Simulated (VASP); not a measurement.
# V (Fm-3m) in VASP: single point with PBE

Aim: the single point of V with PBE.

All numbers are computed with VASP 6.6.1; they aren't measurements. Logs are shortened: lines on timing, memory, paths and dates and some standing lists are left out, and cuts for length are marked.

## 1. The cell of the first run

It takes space group Fm-3m (No. 225, cubic). Conventional cell: a = 3.790 Å, b = 3.790 Å, c = 3.790 Å, α = 90.00°, β = 90.00°, γ = 90.00°. V (site symmetry m-3m) has 12 V at 2.68 Å within 3.5 Å.

## 2. Single point, PBE, collinear spin, ferromagnetic start

Contents of INCAR:

```
ALGO     = Normal         # electronic algorithm
EDIFF    = 1E-6           # SCF threshold, eV
ENCUT    = 520            # plane-wave cutoff, eV
GGA      = PE             # functional
ISIF     = 2              # what is computed and relaxed
ISMEAR   = -1             # smearing method
ISPIN    = 2              # spin polarisation
LASPH    = True           # aspherical terms in the spheres
LCHARG   = False          # write CHGCAR
LMAXMIX  = 4              # l up to which the mixer works
LORBIT   = 11             # projections on sites
LREAL    = False          # projectors in reciprocal space
LWAVE    = False          # write WAVECAR
MAGMOM   = 1.5            # initial moments
NBANDS   = 16             # bands
NELM     = 150            # most SCF steps
PREC     = Accurate       # precision mode
SIGMA    = 0.08           # smearing width, eV
```

Contents of KPOINTS:

```
k-points
0
Gamma
  15 15 15
```

Contents of POSCAR:

```
V
1.0
    0.0000000000      1.8950000000      1.8950000000
    1.8950000000      0.0000000000      1.8950000000
    1.8950000000      1.8950000000      0.0000000000
V
1
Direct
    0.0000000000      0.0000000000      0.0000000000
```

Potentials or basis: VASP PAW PBE potentials, release 64 (V_sv).

The run is started by

```
$ cat potpaw_PBE.64/V_sv/POTCAR > POTCAR
$ mpirun -np 1 vasp_std > vasp.out
```

OUTCAR:

```text
EDIFF = 1E-6
   ENCUT = 520
   GGA = PE
   ISIF = 2
   ISMEAR = -1
   ISPIN = 2
   LASPH = True
   LORBIT = 11
   LREAL = False
   NELM = 150
   PREC = Accurate

 ion  position               nearest neighbor table
   1  0.000  0.000  0.000-

  LATTYP: Found a face centered cubic cell.
 ALAT       =     3.7900000000

  Lattice vectors:

 A1 = (   0.0000000000,   1.8950000000,   1.8950000000)
 A2 = (   1.8950000000,   0.0000000000,   1.8950000000)
 A3 = (   1.8950000000,   1.8950000000,   0.0000000000)

Analysis of symmetry for initial positions (statically):
=====================================================================
 Subroutine PRICEL returns:
 Original cell was already a primitive cell.

 Routine SETGRP: Setting up the symmetry group for a
 face centered cubic supercell.

 Subroutine GETGRP returns: Found 48 space group operations
 (whereof 48 operations were pure point group operations)
 out of a pool of 48 trial point group operations.

The static configuration has the point symmetry O_h .

Analysis of symmetry for dynamics (positions and initial velocities):
=====================================================================
 Subroutine PRICEL returns:
 Original cell was already a primitive cell.

 Routine SETGRP: Setting up the symmetry group for a
 face centered cubic supercell.

 Subroutine GETGRP returns: Found 48 space group operations
 (whereof 48 operations were pure point group operations)
 out of a pool of 48 trial point group operations.

The dynamic configuration has the point symmetry O_h .

Analysis of structural, dynamic, and magnetic symmetry:
=====================================================================
 Subroutine PRICEL returns:
 Original cell was already a primitive cell.

 Routine SETGRP: Setting up the symmetry group for a
 face centered cubic supercell.

 Subroutine GETGRP returns: Found 48 space group operations
 (whereof 48 operations were pure point group operations)
 out of a pool of 48 trial point group operations.

The overall configuration has the point symmetry O_h .

 Subroutine INISYM returns: Found 48 space group operations
 (whereof 48 operations are pure point group operations),
 and found     1 'primitive' translations

----------------------------------------------------------------------------------------

                                     Primitive cell

  volume of cell :      13.6100

  direct lattice vectors                    reciprocal lattice vectors
     0.000000000  1.895000000  1.895000000    -0.263852243  0.263852243  0.263852243
     1.895000000  0.000000000  1.895000000     0.263852243 -0.263852243  0.263852243
     1.895000000  1.895000000  0.000000000     0.263852243  0.263852243 -0.263852243

  length of vectors
     2.679934701  2.679934701  2.679934701     0.457005490  0.457005490  0.457005490

  position of ions in fractional coordinates (direct lattice)
     0.000000000  0.000000000  0.000000000

  ion indices of the primitive-cell ions
   primitive index   ion index
                 1           1

----------------------------------------------------------------------------------------

 KPOINTS: k-points

Automatic generation of k-mesh.
 Grid dimensions read from file:
 generate k-points for:   15   15   15

 Generating k-lattice:

  Cartesian coordinates                     Fractional coordinates (reciprocal lattice)
    -0.017590150  0.017590150  0.017590150     0.066666667  0.000000000  0.000000000
     0.017590150 -0.017590150  0.017590150     0.000000000  0.066666667  0.000000000
     0.017590150  0.017590150 -0.017590150     0.000000000  0.000000000  0.066666667

  Length of vectors
     0.030467033  0.030467033  0.030467033

  Shift w.r.t. Gamma in fractional coordinates (k-lattice)
     0.000000000  0.000000000  0.000000000

 Subroutine IBZKPT returns following result:
 ===========================================

 Found    120 irreducible k-points:

 Following reciprocal coordinates:
            Coordinates               Weight
  0.000000  0.000000  0.000000      1.000000
  0.066667  0.000000  0.000000      8.000000
  0.133333  0.000000  0.000000      8.000000
  0.200000  0.000000  0.000000      8.000000
  0.266667  0.000000  0.000000      8.000000
  0.333333  0.000000  0.000000      8.000000
[... 16 lines left out ...]
  0.133333  0.133333  0.000000      6.000000
  0.200000  0.133333  0.000000     24.000000
 [... further k-points ...]
   k-points           NKPTS =    120   k-points in BZ     NKDIM =    120   number of bands    NBANDS=     16
   number of dos      NEDOS =    301   number of ions     NIONS =      1
   total plane-waves  NPLWV =   8000
   dimension x,y,z NGX =    20 NGY =   20 NGZ =   20
   dimension x,y,z NGXF=    40 NGYF=   40 NGZF=   40
   ions per type =               1
   NGX,Y,Z   is equivalent  to a cutoff of  12.41, 12.41, 12.41 a.u.
   NGXF,Y,Z  is equivalent  to a cutoff of  24.81, 24.81, 24.81 a.u.
 SYSTEM =  unknown system
   PREC   = accura    normal or accurate (medium, high low for compatibility)
   ISTART =      0    job   : 0-new  1-cont  2-samecut
   ICHARG =      2    charge: 1-file 2-atom 10-const
   ISPIN  =      2    spin polarized calculation?
   LNONCOLLINEAR =      F non collinear calculations
   LSORBIT =      F    spin-orbit coupling
   LASPH  =      T    aspherical Exc in radial PAW
   ENCUT  =  520.0 eV  38.22 Ry    6.18 a.u.   4.98  4.98  4.98*2*pi/ulx,y,z
   NELM   =    150;   NELMIN=  2; NELMDL= -5     # of ELM steps
   EDIFF  = 0.1E-05   stopping-criterion for ELM
   LREAL  =      F    real-space projection
[... 7 lines left out ...]
   TEBEG  =    0.0;   TEEND  =   0.0 temperature during run
   PSTRESS=    0.0 pullay stress
   NELECT =      13.0000    total number of electrons
   NUPDOWN=      -1.0000    fix difference up-down
   EMIN   =  10.00;   EMAX   =-10.00  energy-range for DOS
   EFERMI =   0.00;   METHOD = LEGACY
   ISMEAR =    -1;   SIGMA  =   0.08  broadening in eV -4-tet -1-fermi 0-gaus
   EFERMI_NEDOS =   21; number of points for ismear=-14 and -15
   IALGO  =     38    algorithm
   IMIX   =      4    mixing-type and parameters
     AMIX     =   0.40;   BMIX     =  1.00
     AMIX_MAG =   1.60;   BMIX_MAG =  1.00
  volume/ion in A,a.u.               =      13.61        91.84
  Fermi-wavevector in a.u.,A,eV,Ry     =   1.612266  3.046741 35.367013  2.599402
  Thomas-Fermi vector in A             =   2.707524
   LORBIT       =     11    0 simple, 1 ext, 2 COOP (PROOUT), +10 PAW based schemes
   GGA     = PE    functional components
   LHFCALC =     F    Hartree Fock is set to
   AEXX    =    0.0000 exact exchange contribution
   IVDW    =     0    specifies the selected vdW correction
   LEPSILON=     F    determine dielectric tensor
   LRPA    =     F    only Hartree local field effects (RPA)
 spin polarized calculation
  energy-cutoff  :      520.00
  volume of cell :       13.61
 maximum number of plane-waves:       378
   NGX =  9   NGY =  9   NGZ =  9

 number of electron      13.0000007 magnetization      -0.0044961

 number of electron      13.0000007 magnetization       0.0010917

 Free energy of the ion-electron system (eV)
  ---------------------------------------------------
  ext. energy  EPLUGINS =         0.00000000
  ---------------------------------------------------
  free energy    TOTEN  =        -8.76368736 eV

  energy without entropy =       -8.72731118  energy(sigma->0) =       -8.74549927

 E-fermi :   9.9020     XC(G=0): -12.8505

 val. band max:        9.8995126835   @ k =  -0.3333   0.4000   0.0667
 cond. band min:       9.9058014503   @ k =   0.4000   0.1333   0.0667
 fundamental gap:      0.0062887668
 Fermi energy:         9.9020250120

 spin component 1

 k-point     1 :       0.0000    0.0000    0.0000
  band No.  band energies     occupation
      1     -54.1527      1.00000
      2     -27.4779      1.00000
      3     -27.4779      1.00000
      4     -27.4779      1.00000
      5       3.0171      1.00000
      6      10.0648      0.11567
[... 8 lines left out ...]
     15      37.4124      0.00000
     16      38.4892      0.00000

 k-point     2 :       0.0667    0.0000    0.0000
  band No.  band energies     occupation
      1     -54.1451      1.00000
      2     -27.5168      1.00000
      3     -27.4827      1.00000
      4     -27.4827      1.00000
      5       3.1853      1.00000
      6       9.9737      0.28989
[... 8 lines left out ...]
     15      37.7403      0.00000
     16      38.4437      0.00000
[... 387 lines left out ...]
      5       3.8815      1.00000
      6       9.4933      0.99399
[... 8 lines left out ...]
     15      38.7828      0.00000
     16      38.7828      0.00000

 k-point    24 :       0.2000    0.1333    0.0000
  band No.  band energies     occupation
      1     -54.0906      1.00000
      2     -27.7253      1.00000
      3     -27.5544      1.00000
      4     -27.5475      1.00000
      5       4.4242      1.00000
      6       9.2202      0.99980
[... 8 lines left out ...]
     15      38.4069      0.00000
     16      39.0705      0.00000

 [... further k-points ...]

 spin component 2

 k-point     1 :       0.0000    0.0000    0.0000
  band No.  band energies     occupation
      1     -54.1516      1.00000
      2     -27.4770      1.00000
      3     -27.4770      1.00000
      4     -27.4770      1.00000
      5       3.0176      1.00000
      6      10.0656      0.11453
[... 8 lines left out ...]
     15      37.4128      0.00000
     16      38.4898      0.00000

 k-point     2 :       0.0667    0.0000    0.0000
  band No.  band energies     occupation
      1     -54.1441      1.00000
      2     -27.5159      1.00000
      3     -27.4818      1.00000
      4     -27.4818      1.00000
      5       3.1858      1.00000
      6       9.9746      0.28759
[... 8 lines left out ...]
     15      37.7408      0.00000
     16      38.4444      0.00000
[... 387 lines left out ...]
      5       3.8820      1.00000
      6       9.4942      0.99393
[... 8 lines left out ...]
     15      38.7833      0.00000
     16      38.7833      0.00000

 k-point    24 :       0.2000    0.1333    0.0000
  band No.  band energies     occupation
      1     -54.0896      1.00000
      2     -27.7244      1.00000
      3     -27.5535      1.00000
      4     -27.5465      1.00000
      5       4.4247      1.00000
      6       9.2211      0.99980
[... 8 lines left out ...]
     15      38.4074      0.00000
     16      39.0711      0.00000

 [... further k-points ...]

------------------------ aborting loop because EDIFF is reached ----------------------------------------

  FORCE on cell =-STRESS in cart. coord.  units (eV):
  Direction    XX          YY          ZZ          XY          YZ          ZX
  --------------------------------------------------------------------------------------
  -------------------------------------------------------------------------------------
  Total        0.3551803      0.3551803      0.3551803      0.0000000     -0.0000000      0.0000000
  in kB       41.8120816     41.8120816     41.8120816      0.0000000     -0.0000000      0.0000000
  external PRESSURE =      41.8120816 kB  Pullay stress =       0.0000000 kB

 VOLUME and BASIS-vectors are now :
 -----------------------------------------------------------------------------
  energy-cutoff  :      520.00
  volume of cell :       13.61
      direct lattice vectors                 reciprocal lattice vectors
     0.000000000  1.895000000  1.895000000    -0.263852243  0.263852243  0.263852243
     1.895000000  0.000000000  1.895000000     0.263852243 -0.263852243  0.263852243
     1.895000000  1.895000000  0.000000000     0.263852243  0.263852243 -0.263852243

 POSITION                                       TOTAL-FORCE (eV/Angst)
 -----------------------------------------------------------------------------------
      0.00000      0.00000      0.00000        -0.000000     -0.000000     -0.000000
 -----------------------------------------------------------------------------------
    total drift:                                0.000000      0.000000      0.000000

  FREE ENERGIE OF THE ION-ELECTRON SYSTEM (eV)
  ---------------------------------------------------
  free  energy   TOTEN  =        -8.7636873574 eV

  energy  without entropy=       -8.7273111806  energy(sigma->0) =       -8.74549927

 total charge

# of ion       s       p       d       tot
------------------------------------------
    1        2.347   6.231   3.048  11.626

 magnetization (x)

# of ion       s       p       d       tot
------------------------------------------
    1        0.000   0.000   0.001   0.001
```

Wall time 22 s (1 thread of Intel Xeon 6975P-C (Granite Rapids), shared host); peak memory 0.15 GiB.

What came out:

| Quantity | Value |
| --- | --- |
| Free energy | -8.7637 eV |
| Pressure | 4.2 GPa |
| Net moment | 0.00 μB per cell |
| Valence electrons inside the program's atomic spheres | V 11.63 |
